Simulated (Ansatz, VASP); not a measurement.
**One calculation of TiO2, two programs**

INCAR

```
  ALGO = Normal
  EDIFF = 1E-6
  ENCUT = 520
  GGA = PE
  ISIF = 2
  ISMEAR = 0
  LASPH = T
  LCHARG = F
  LDAU = T
  LDAUJ = 0 0
  LDAUL = 2 -1
  LDAUPRINT = 1
  LDAUTYPE = 2
  LDAUU = 4 0
  LMAXMIX = 4
  LREAL = F
  LWAVE = F
  NBANDS = 33
  NELM = 150
  PREC = Accurate
  SIGMA = 0.05
```

Contents of KPOINTS:

```
k-points
0
Gamma
  8 8 8
```

The input POSCAR:

```
TiO2
1.0
   -1.9089353641      1.9394876220      4.9002921069
    1.9089353641     -1.8783831062      4.8764304149
    1.9089353641      1.8783831062     -4.8764304149
Ti O
2 4
Direct
    0.0000000000      0.0000000000      0.0000000000
    0.7500000000      0.2500000000      0.5000000000
    0.2052765759      0.2052765759      0.0000000000
    0.9552765759      0.4552765759      0.5000000000
    0.5447234241      0.0447234241      0.5000000000
    0.7947234241      0.7947234241      0.0000000000
```

Input for Ansatz:

```yaml
crystal:
  lattice:
    - [-1.9089353641, 1.939487622, 4.9002921069]
    - [1.9089353641, -1.8783831062, 4.8764304149]
    - [1.9089353641, 1.8783831062, -4.8764304149]
  atoms:
    - { symbol: Ti, position: [0.0, 0.0, 0.0] }
    - { symbol: Ti, position: [0.75, 0.25, 0.5] }
    - { symbol: O, position: [0.2052765759, 0.2052765759, 0.0] }
    - { symbol: O, position: [0.9552765759, 0.4552765759, 0.5] }
    - { symbol: O, position: [0.5447234241, 0.0447234241, 0.5] }
    - { symbol: O, position: [0.7947234241, 0.7947234241, 0.0] }
basis:
  ecutwfc: 420
kpoints:
  mp_grid: { grid: [8, 8, 8] }
hamiltonian:
  xc: pbe
  hubbard: { sites: [{ species: Ti, l: d, u_eff: 4.0 }] }
scf:
  occupations: { method: gaussian, width: 0.05 }
output:
  forces: true
  stress: true
  eigenvalues: true
```

Change from the starting cell: strain +0.0125 x Voigt [0, 0, 0, 1, 0, 0], atoms carried along.

Alike in both runs: task single point; functional PBE; k mesh 8 × 8 × 8; occupations gaussian, width 0.05 eV; no spin polarisation; Hubbard terms Ti d U = 4.0 eV.

|  | VASP | Ansatz |
| --- | --- | --- |
| version | VASP 6.6.1 | Ansatz 0.2.0 |
| potentials or method | VASP PAW PBE potentials, release 64 (Ti_sv, O), cutoff 520 eV | scalar-relativistic, plane waves, PAW |
| valence electrons in the cell | 48 | 48 |

Ansatz gave:

* gap on the k mesh at the Fermi level (eV): 2.65
* least direct gap on the mesh (eV): 2.91
* pressure (GPa): 0.0
* traceless stress, the component that is largest in VASP (GPa): -1.19
* rms of the force components (eV/Å): 0.038

**Question.** Which values does VASP return?

**Answer.** gap on the k mesh at the Fermi level (eV): 2.68; least direct gap on the mesh (eV): 2.95; pressure (GPa): 4.2; traceless stress, the component that is largest in VASP (GPa): -1.20; rms of the force components (eV/Å): 0.079.

The programs project onto different local orbitals, so the same U acts differently, and such runs can settle in different states. Atom by atom the forces differ by 0.071 eV/Å (rms over components).
